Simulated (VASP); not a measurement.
# CoSi2 (Fm-3m) in VASP: further runs

CoSi2 is run at these levels: PBE; tasks: relaxation of cell and atoms, single point.

Everything below comes from runs of VASP 6.6.1. Logs are shortened: lines on timing, memory, paths and dates and some standing lists are left out, and cuts for length are marked.

## Step 1: The cell of the first run

It takes space group Fm-3m (No. 225, cubic). Conventional cell: a = 5.162 Å, b = 5.162 Å, c = 5.162 Å, α = 90.00°, β = 90.00°, γ = 90.00°. Co (site symmetry m-3m) has 8 Si at 2.24 Å within 3.0 Å. Si (site symmetry -43m) has 4 Co at 2.24 Å and 6 Si at 2.58 Å within 3.0 Å.

## Step 2: Relaxation of cell and atoms, PBE, target pressure 25 GPa, at which the enthalpy is minimised

File INCAR:

```
ALGO = Normal ; EDIFF = 1E-6
EDIFFG = -0.008 ; ENCUT = 600
GGA = PE ; IBRION = 2
ISIF = 3 ; ISMEAR = 0
LASPH = T ; LCHARG = F
LREAL = F ; LWAVE = F
NELM = 60 ; NSW = 70
PREC = Accurate ; PSTRESS = 250.0
SIGMA = 0.1
```

File KPOINTS:

```
k-points
0
Gamma
  14 14 14
```

File POSCAR:

```
CoSi2
1.0
    0.0000000000      2.5810570179      2.5810570179
    2.5810570179      0.0000000000      2.5810570179
    2.5810570179      2.5810570179      0.0000000000
Co Si
1 2
Direct
    0.0000000000      0.0000000000      0.0000000000
    0.2500000000      0.2500000000      0.2500000000
    0.7500000000      0.7500000000      0.7500000000
```

Potentials or basis: VASP PAW PBE potentials, release 64 (Co, Si).

Launch:

```
$ cat potpaw_PBE.64/Co/POTCAR potpaw_PBE.64/Si/POTCAR > POTCAR
$ mpirun -np 1 vasp_std > vasp.out
```

OUTCAR:

```text
EDIFF = 1E-6
   EDIFFG = -0.008
   ENCUT = 600
   GGA = PE
   IBRION = 2
   ISIF = 3
   ISMEAR = 0
   LASPH = T
   LREAL = F
   NELM = 60
   NSW = 70
   PREC = Accurate
   PSTRESS = 250.0

 ion  position               nearest neighbor table
   1  0.000  0.000  0.000-   3 2.24   3 2.24   3 2.24   2 2.24   3 2.24   2 2.24   2 2.24   2 2.24

   2  0.250  0.250  0.250-   1 2.24   1 2.24   1 2.24   1 2.24   3 2.58   3 2.58   3 2.58   3 2.58
                             3 2.58   3 2.58
   3  0.750  0.750  0.750-   1 2.24   1 2.24   1 2.24   1 2.24   2 2.58   2 2.58   2 2.58   2 2.58
                             2 2.58   2 2.58

  LATTYP: Found a face centered cubic cell.
 ALAT       =     5.1621140358

  Lattice vectors:

 A1 = (   0.0000000000,   2.5810570179,   2.5810570179)
 A2 = (   2.5810570179,   0.0000000000,   2.5810570179)
 A3 = (   2.5810570179,   2.5810570179,   0.0000000000)

Analysis of symmetry for initial positions (statically):
=====================================================================
 Subroutine PRICEL returns:
 Original cell was already a primitive cell.

 Routine SETGRP: Setting up the symmetry group for a
 face centered cubic supercell.

 Subroutine GETGRP returns: Found 48 space group operations
 (whereof 48 operations were pure point group operations)
 out of a pool of 48 trial point group operations.

The static configuration has the point symmetry O_h .

Analysis of symmetry for dynamics (positions and initial velocities):
=====================================================================
 Subroutine PRICEL returns:
 Original cell was already a primitive cell.

 Routine SETGRP: Setting up the symmetry group for a
 face centered cubic supercell.

 Subroutine GETGRP returns: Found 48 space group operations
 (whereof 48 operations were pure point group operations)
 out of a pool of 48 trial point group operations.

The dynamic configuration has the point symmetry O_h .

 Subroutine INISYM returns: Found 48 space group operations
 (whereof 48 operations are pure point group operations),
 and found     1 'primitive' translations

----------------------------------------------------------------------------------------

                                     Primitive cell

  volume of cell :      34.3893

  direct lattice vectors                    reciprocal lattice vectors
     0.000000000  2.581057018  2.581057018    -0.193719084  0.193719084  0.193719084
     2.581057018  0.000000000  2.581057018     0.193719084 -0.193719084  0.193719084
     2.581057018  2.581057018  0.000000000     0.193719084  0.193719084 -0.193719084

  length of vectors
     3.650165840  3.650165840  3.650165840     0.335531295  0.335531295  0.335531295

  position of ions in fractional coordinates (direct lattice)
     0.000000000  0.000000000  0.000000000
     0.250000000  0.250000000  0.250000000
     0.750000000  0.750000000  0.750000000

  ion indices of the primitive-cell ions
   primitive index   ion index
                 1           1
                 2           2
                 3           3

----------------------------------------------------------------------------------------

 KPOINTS: k-points

Automatic generation of k-mesh.
 Grid dimensions read from file:
 generate k-points for:   14   14   14

 Generating k-lattice:

  Cartesian coordinates                     Fractional coordinates (reciprocal lattice)
    -0.013837077  0.013837077  0.013837077     0.071428571  0.000000000  0.000000000
     0.013837077 -0.013837077  0.013837077     0.000000000  0.071428571  0.000000000
     0.013837077  0.013837077 -0.013837077     0.000000000  0.000000000  0.071428571

  Length of vectors
     0.023966521  0.023966521  0.023966521

  Shift w.r.t. Gamma in fractional coordinates (k-lattice)
     0.000000000  0.000000000  0.000000000

 Subroutine IBZKPT returns following result:
 ===========================================

 Found    104 irreducible k-points:

 Following reciprocal coordinates:
            Coordinates               Weight
  0.000000  0.000000  0.000000      1.000000
  0.071429  0.000000  0.000000      8.000000
  0.142857  0.000000  0.000000      8.000000
  0.214286  0.000000  0.000000      8.000000
  0.285714  0.000000  0.000000      8.000000
  0.357143  0.000000  0.000000      8.000000
[... 16 lines left out ...]
  0.214286  0.142857  0.000000     24.000000
  0.285714  0.142857  0.000000     24.000000
 [... further k-points ...]
   k-points           NKPTS =    104   k-points in BZ     NKDIM =    104   number of bands    NBANDS=     12
   number of dos      NEDOS =    301   number of ions     NIONS =      3
   total plane-waves  NPLWV =  27000
   dimension x,y,z NGX =    30 NGY =   30 NGZ =   30
   dimension x,y,z NGXF=    60 NGYF=   60 NGZF=   60
   ions per type =               1   2
   NGX,Y,Z   is equivalent  to a cutoff of  13.66, 13.66, 13.66 a.u.
   NGXF,Y,Z  is equivalent  to a cutoff of  27.33, 27.33, 27.33 a.u.
 SYSTEM =  unknown system
   PREC   = accura    normal or accurate (medium, high low for compatibility)
   ISTART =      0    job   : 0-new  1-cont  2-samecut
   ICHARG =      2    charge: 1-file 2-atom 10-const
   ISPIN  =      1    spin polarized calculation?
   LNONCOLLINEAR =      F non collinear calculations
   LSORBIT =      F    spin-orbit coupling
   LASPH  =      T    aspherical Exc in radial PAW
   ENCUT  =  600.0 eV  44.10 Ry    6.64 a.u.   7.29  7.29  7.29*2*pi/ulx,y,z
   NELM   =     60;   NELMIN=  2; NELMDL= -5     # of ELM steps
   EDIFF  = 0.1E-05   stopping-criterion for ELM
   LREAL  =      F    real-space projection
   EDIFFG = -.8E-02   stopping-criterion for IOM
   NSW    =     70    number of steps for IOM
   IBRION =      2    ionic relax: 0-MD 1-quasi-New 2-CG
   NFREE  =      1    steps in history (QN), initial steepest desc. (CG)
   ISIF   =      3    stress and relaxation
   ISYM   =      2    0-nonsym 1-usesym 2-fastsym
   POTIM  = 0.5000    time-step for ionic-motion
   TEBEG  =    0.0;   TEEND  =   0.0 temperature during run
   PSTRESS=  250.0 pullay stress
   NELECT =      17.0000    total number of electrons
   NUPDOWN=      -1.0000    fix difference up-down
   EMIN   =  10.00;   EMAX   =-10.00  energy-range for DOS
   EFERMI =   0.00;   METHOD = LEGACY
   ISMEAR =     0;   SIGMA  =   0.10  broadening in eV -4-tet -1-fermi 0-gaus
   EFERMI_NEDOS =   21; number of points for ismear=-14 and -15
   IALGO  =     38    algorithm
   IMIX   =      4    mixing-type and parameters
     AMIX     =   0.40;   BMIX     =  1.00
     AMIX_MAG =   1.60;   BMIX_MAG =  1.00
  volume/ion in A,a.u.               =      11.46        77.36
  Fermi-wavevector in a.u.,A,eV,Ry     =   1.294445  2.446146 22.797750  1.675587
  Thomas-Fermi vector in A             =   2.426027
   LORBIT       =      0    0 simple, 1 ext, 2 COOP (PROOUT), +10 PAW based schemes
   GGA     = PE    functional components
   LHFCALC =     F    Hartree Fock is set to
   AEXX    =    0.0000 exact exchange contribution
   IVDW    =     0    specifies the selected vdW correction
   LEPSILON=     F    determine dielectric tensor
   LRPA    =     F    only Hartree local field effects (RPA)
 conjugate gradient relaxation of ions
 non-spin polarized calculation
 Gauss-broadening in eV      SIGMA  =   0.10
  energy-cutoff  :      600.00
  volume of cell :       34.39
 maximum number of plane-waves:      1164
 NGX is ok and might be reduce to    30
   NGX = 15   NGY = 15   NGZ = 15

--------------------------------------- Ionic step        1  -------------------------------------------

 number of electron      17.0000004 magnetization

 Free energy of the ion-electron system (eV)
  ---------------------------------------------------
  ext. energy  EPLUGINS =         0.00000000
  ---------------------------------------------------
  free energy    TOTEN  =       -19.00077402 eV

  energy without entropy =      -18.99591846  energy(sigma->0) =      -18.99834624

------------------------ aborting loop because EDIFF is reached ----------------------------------------

  FORCE on cell =-STRESS in cart. coord.  units (eV):
  Direction    XX          YY          ZZ          XY          YZ          ZX
  --------------------------------------------------------------------------------------
  -------------------------------------------------------------------------------------
  Total        5.5271522      5.5271522      5.5271522      0.0000000      0.0000000      0.0000000
  in kB      257.5071038    257.5071038    257.5071038      0.0000000      0.0000000      0.0000000
  external PRESSURE =       7.5071038 kB  Pullay stress =     250.0000000 kB

 VOLUME and BASIS-vectors are now :
 -----------------------------------------------------------------------------
  energy-cutoff  :      600.00
  volume of cell :       34.39
      direct lattice vectors                 reciprocal lattice vectors
     0.000000000  2.581057018  2.581057018    -0.193719084  0.193719084  0.193719084
     2.581057018  0.000000000  2.581057018     0.193719084 -0.193719084  0.193719084
     2.581057018  2.581057018  0.000000000     0.193719084  0.193719084 -0.193719084
[... 48 lines left out ...]
  FREE ENERGIE OF THE ION-ELECTRON SYSTEM (eV)
  ---------------------------------------------------
  free  energy   TOTEN  =       -19.0420707455 eV

  energy  without entropy=      -19.0372005466  energy(sigma->0) =      -19.03963565

  enthalpy is  TOTEN    =       -13.6342307484 eV   P V=        5.4078399971

--------------------------------------- Ionic step        3  -------------------------------------------

 number of electron      17.0000003 magnetization

 Free energy of the ion-electron system (eV)
  ---------------------------------------------------
  ext. energy  EPLUGINS =         0.00000000
  ---------------------------------------------------
  free energy    TOTEN  =       -19.01615364 eV

  energy without entropy =      -19.01129234  energy(sigma->0) =      -19.01372299

 E-fermi :  11.6312     XC(G=0): -12.2503

 val. band max:       11.6245751763   @ k =   0.3571   0.0714   0.0000
 cond. band min:      11.6422635754   @ k =   0.4286   0.2143   0.0714
 fundamental gap:      0.0176883991
 Fermi energy:        11.6312069083

 k-point     1 :       0.0000    0.0000    0.0000
  band No.  band energies     occupation
      1      -2.3724      2.00000
      2       7.0282      2.00000
      3       7.0282      2.00000
      4       7.0282      2.00000
      5       9.3211      2.00000
      6       9.3211      2.00000
      7      13.5039      0.00000
      8      15.0781      0.00000
      9      15.0781      0.00000
     10      15.0781      0.00000
     11      15.4764      0.00000
     12      15.4764      0.00000

 k-point     2 :       0.0714    0.0000    0.0000
  band No.  band energies     occupation
      1      -2.2883      2.00000
      2       6.8579      2.00000
      3       7.0587      2.00000
      4       7.0587      2.00000
      5       9.2943      2.00000
      6       9.2943      2.00000
      7      13.3604      0.00000
      8      14.0689      0.00000
      9      14.5703      0.00000
     10      14.5703      0.00000
     11      16.0439      0.00000
     12      16.0439      0.00000
[... 316 lines left out ...]
 k-point    24 :       0.2857    0.1429    0.0000
  band No.  band energies     occupation
      1      -1.1559      2.00000
      2       5.3815      2.00000
      3       7.1988      2.00000
      4       7.2646      2.00000
      5       8.4422      2.00000
      6       9.5394      2.00000
      7      10.5981      2.00000
      8      11.7009      0.32422
      9      12.5070      0.00000
     10      14.0850      0.00000
     11      15.9345      0.00000
     12      17.1589      0.00000

 [... further k-points ...]
[... 5 lines left out ...]
  --------------------------------------------------------------------------------------
  -------------------------------------------------------------------------------------
  Total        5.3878562      5.3878562      5.3878562     -0.0000000      0.0000000     -0.0000000
  in kB      250.3110188    250.3110188    250.3110188     -0.0000000      0.0000000     -0.0000000
  external PRESSURE =       0.3110188 kB  Pullay stress =     250.0000000 kB

 VOLUME and BASIS-vectors are now :
 -----------------------------------------------------------------------------
  energy-cutoff  :      600.00
  volume of cell :       34.49
      direct lattice vectors                 reciprocal lattice vectors
     0.000000000  2.583482585  2.583482585    -0.193537205  0.193537205  0.193537205
     2.583482585  0.000000000  2.583482585     0.193537205 -0.193537205  0.193537205
     2.583482585  2.583482585  0.000000000     0.193537205  0.193537205 -0.193537205

 POSITION                                       TOTAL-FORCE (eV/Angst)
 -----------------------------------------------------------------------------------
      0.00000      0.00000      0.00000         0.000000     -0.000000      0.000000
      1.29174      1.29174      1.29174         0.000000      0.000000      0.000000
      3.87522      3.87522      3.87522        -0.000000     -0.000000     -0.000000
 -----------------------------------------------------------------------------------
    total drift:                                0.000000     -0.000000     -0.000000

  FREE ENERGIE OF THE ION-ELECTRON SYSTEM (eV)
  ---------------------------------------------------
  free  energy   TOTEN  =       -19.0161536354 eV

  energy  without entropy=      -19.0112923374  energy(sigma->0) =      -19.01372299

  enthalpy is  TOTEN    =       -13.6349920012 eV   P V=        5.3811616342

 reached required accuracy - stopping structural energy minimisation
```

Run time: 74 s. Hardware: 1 thread of Intel Xeon Platinum 8488C (Sapphire Rapids), shared host; peak memory 0.21 GiB.

Results:

| Property | Result |
| --- | --- |
| Free energy | -19.0162 eV |
| Relaxed volume | 11.50 Å³/atom |
| Relaxed cell | a = 3.654 Å, b = 3.654 Å, c = 3.654 Å, α = 60.00°, β = 60.00°, γ = 60.00° |
| Space group after relaxing (to 0.05 Å) | Fm-3m (No. 225) |
| Energy change on relaxing (the enthalpy is what falls) | -5.1 meV/atom |
| Ionic steps | 3 |
| Pressure after relaxing | 25.0 GPa |

The path:
```
step  energy change (eV)  largest force (eV/Å)  pressure (GPa)  volume (Å³)
   1              0.0000                0.0000           25.75        34.39
   2             -0.0413                0.0000           23.57        34.66
   3             -0.0154                0.0000           25.03        34.49
```

Final structure:
```cif
data_structure
_symmetry_space_group_name_H-M 'P 1'
_symmetry_Int_Tables_number 1
_cell_length_a 3.6536
_cell_length_b 3.6536
_cell_length_c 3.6536
_cell_angle_alpha 60.000
_cell_angle_beta 60.000
_cell_angle_gamma 60.000
_cell_volume 34.49
loop_
_atom_site_label
_atom_site_type_symbol
_atom_site_fract_x
_atom_site_fract_y
_atom_site_fract_z
_atom_site_occupancy
Co1 Co 0.00000 0.00000 0.00000 1
Si1 Si 0.25000 0.25000 0.25000 1
Si2 Si 0.75000 0.75000 0.75000 1
```

Caveat: the cell is relaxed towards a set pressure, so the enthalpy falls and the energy may rise. Spin polarisation is off, so any magnetic state and its effect on volume and gap are missing.

## Step 3: Relaxation of cell and atoms, PBE, target pressure 12 GPa, at which the enthalpy is minimised

This run uses another cell than the first one, of 12.08 Å³/atom, 1.054 times its volume.

File INCAR:

```
  PREC = Accurate
  ENCUT = 600
  EDIFF = 1E-6
  ISMEAR = 0
  SIGMA = 0.1
  LREAL = F
  LASPH = T
  NELM = 60
  ALGO = Normal
  ISIF = 3
  LWAVE = F
  LCHARG = F
  GGA = PE
  IBRION = 2
  NSW = 70
  EDIFFG = -0.008
  PSTRESS = 120.0
```

File KPOINTS:

```
Automatic mesh
0
Gamma
  14 14 14
```

File POSCAR:

```
CoSi2
1.0
    0.0000000000      2.6268357654      2.6268357654
    2.6268357654      0.0000000000      2.6268357654
    2.6268357654      2.6268357654      0.0000000000
Co Si
1 2
Direct
    0.0000000000      0.0000000000      0.0000000000
    0.2500000000      0.2500000000      0.2500000000
    0.7500000000      0.7500000000      0.7500000000
```

Potentials or basis: VASP PAW PBE potentials, release 64 (Co, Si).

Launch:

```
$ cat potpaw_PBE.64/Co/POTCAR potpaw_PBE.64/Si/POTCAR > POTCAR
$ mpirun -np 1 vasp_std > vasp.out
```

Wall time 67 s (1 thread of Intel Xeon Platinum 8488C (Sapphire Rapids), shared host); peak memory 0.22 GiB.

Results (log left out):

| Property | Result |
| --- | --- |
| Free energy | -19.2190 eV |
| Relaxed volume | 12.09 Å³/atom |
| Relaxed cell | a = 3.715 Å, b = 3.715 Å, c = 3.715 Å, α = 60.00°, β = 60.00°, γ = 60.00° |
| Space group after relaxing (to 0.05 Å) | Fm-3m (No. 225) |
| Energy change on relaxing (the enthalpy is what falls) | -0.3 meV/atom |
| Ionic steps | 3 |
| Pressure after relaxing | 12.0 GPa |

Step by step:
```csv
step,energy change (eV),largest force (eV/Å),pressure (GPa),volume (Å³)
1,0.0000,0.0000,12.12,36.25
2,-0.0036,0.0000,11.86,36.30
3,-0.0010,0.0000,11.99,36.27
```

Final structure:
```cif
data_structure
_symmetry_space_group_name_H-M 'P 1'
_symmetry_Int_Tables_number 1
_cell_length_a 3.7154
_cell_length_b 3.7154
_cell_length_c 3.7154
_cell_angle_alpha 60.000
_cell_angle_beta 60.000
_cell_angle_gamma 60.000
_cell_volume 36.27
loop_
_atom_site_label
_atom_site_type_symbol
_atom_site_fract_x
_atom_site_fract_y
_atom_site_fract_z
_atom_site_occupancy
Co1 Co 0.00000 0.00000 0.00000 1
Si1 Si 0.25000 0.25000 0.25000 1
Si2 Si 0.75000 0.75000 0.75000 1
```

Levels at points of the mesh, in eV from the Fermi level:
| k point | band 5 | band 6 | band 7 | band 8 | band 9 | band 10 | band 11 | band 12 |
| --- | --- | --- | --- | --- | --- | --- | --- | --- |
| (0.00, 0.00, 0.00) | -2.12 | -2.12 | 1.33 | 3.45 | 3.45 | 3.63 | 3.63 | 3.63 |
| (0.50, 0.00, 0.00) | -2.32 | -1.80 | -1.80 | -0.52 | -0.52 | 2.87 | 3.57 | 3.57 |
| (0.50, 0.50, 0.00) | -3.84 | -2.13 | -2.13 | -2.10 | -1.48 | 1.80 | 2.94 | 8.60 |

Caveat: the cell is relaxed towards a set pressure, so the enthalpy falls and the energy may rise.

[end of part 1 of 2]
